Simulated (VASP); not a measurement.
Wanted: the native input for a VASP 6.6.1 run.

```yaml
Task: relaxation of cell and atoms
Functional: PBE
Potentials_or_basis: VASP PAW PBE potentials, release 64 (Ti_sv, N)
Cutoff: 600 eV
k_mesh: 14 × 14 × 14
Occupations: gaussian, width 0.1 eV
Spin: no spin polarisation
Dipole_correction: no
Further_INCAR_settings: ALGO = Normal; EDIFF = 1e-07; IBRION = 2; EDIFFG = -0.002; NSW = 100; ISIF = 3
```

The structure of TiN lies in POSCAR:

```
TiN
1.0
    0.0000000000      2.1206234500      2.1206234500
    2.1206234500      0.0000000000      2.1206234500
    2.1206234500      2.1206234500      0.0000000000
Ti N
1 1
Direct
    0.0000000000      0.0000000000      0.0000000000
    0.5000000000      0.5000000000      0.5000000000
```

These files were run (other wordings do the same):

INCAR

```
SYSTEM = TiN
PREC = Accurate
ENCUT = 600
EDIFF = 1E-7
ISMEAR = 0
SIGMA = 0.1
LREAL = .False.
LASPH = .True.
NELM = 80
ALGO = Normal
ISIF = 3
LWAVE = .False.
LCHARG = .False.
GGA = PE
IBRION = 2
NSW = 100
EDIFFG = -0.002
```

KPOINTS

```
regular mesh
0
Gamma
  14 14 14
  0 0 0
```

Potentials or basis: VASP PAW PBE potentials, release 64 (Ti_sv, N).

Launch:

```bash
$ cat potpaw_PBE.64/Ti_sv/POTCAR potpaw_PBE.64/N/POTCAR > POTCAR
$ mpirun -np 1 vasp_std > vasp.out
```

It gave:

The relaxed volume is 9.59 Å³/atom and the relaxed cell is a = 3.004 Å, b = 3.004 Å, c = 3.004 Å, α = 60.00°, β = 60.00°, γ = 60.00°. The space group after relaxing (to 0.1 Å) is Fm-3m (No. 225), the energy gained by relaxing is 0.2 meV/atom and the ionic steps are 3. The pressure after relaxing is 0.0 GPa. The band gap on the k mesh is zero (an odd number of electrons rules out a gap without spin polarisation).

Wall time 110 s on 1 thread of Intel Xeon 8259CL, with other jobs on the host, peak memory 0.17 GiB.
